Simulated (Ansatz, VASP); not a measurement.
## Two plane-wave programs on NaH

The input INCAR:

```
PREC = Accurate ; ENCUT = 520
EDIFF = 1E-6 ; ISMEAR = 0
SIGMA = 0.05 ; LREAL = F
LASPH = T ; NELM = 80
ALGO = Normal ; ISIF = 2
LWAVE = F ; LCHARG = F
GGA = PE ; NBANDS = 11
```

The input KPOINTS:

```
Automatic mesh
0
Gamma
  10 10 10
```

POSCAR

```
NaH
1.0
    3.0290021000      0.0000000000      0.0000000000
    0.0000000000      3.0290021000      0.0000000000
    0.0000000000      0.0000000000      3.1028802000
Na H
1 1
Direct
    0.0000000000      0.0000000000      0.0000000000
    0.5000000000      0.5000000000      0.5000000000
```

Input for Ansatz:

```yaml
crystal:
  lattice:
    - [3.0290021, 0.0, 0.0]
    - [0.0, 3.0290021, 0.0]
    - [0.0, 0.0, 3.1028802]
  atoms:
    - { symbol: Na, position: [0.0, 0.0, 0.0] }
    - { symbol: H, position: [0.5, 0.5, 0.5] }
basis:
  ecutwfc: 420
kpoints:
  mp_grid: { grid: [10, 10, 10] }
hamiltonian:
  xc: pbe
scf:
  occupations: { method: gaussian, width: 0.05 }
output:
  forces: true
  stress: true
  eigenvalues: true
```

Change from the starting cell: strain +0.025 along x and y, +0.050 along z, atoms carried along.

Alike in both runs: task single point; functional PBE; k mesh 10 × 10 × 10; occupations gaussian, width 0.05 eV; no spin polarisation.

|  | VASP | Ansatz |
| --- | --- | --- |
| version | VASP 6.6.1 | Ansatz 0.2.0 |
| potentials or method | VASP PAW PBE potentials, release 64 (Na_pv, H), cutoff 520 eV | scalar-relativistic, plane waves, PAW |
| valence electrons in the cell | 8 | 10 |

```tsv
	VASP	Ansatz	Ansatz less VASP
gap on the k mesh at the Fermi level (eV)	0.88	0.88	+0.002
least direct gap on the mesh (eV)	4.10	4.10	+0.004
pressure (GPa)	-1.8	-1.8	+0.04
traceless stress, the component that is largest in VASP (GPa)	-1.60	-1.60	+0.002
```

The functional is the same, so the differences come from potentials, cutoffs and numerics. VASP's potentials hold 8 valence electrons a cell and Ansatz's 10, so a difference there can come from the potentials and not from the codes.
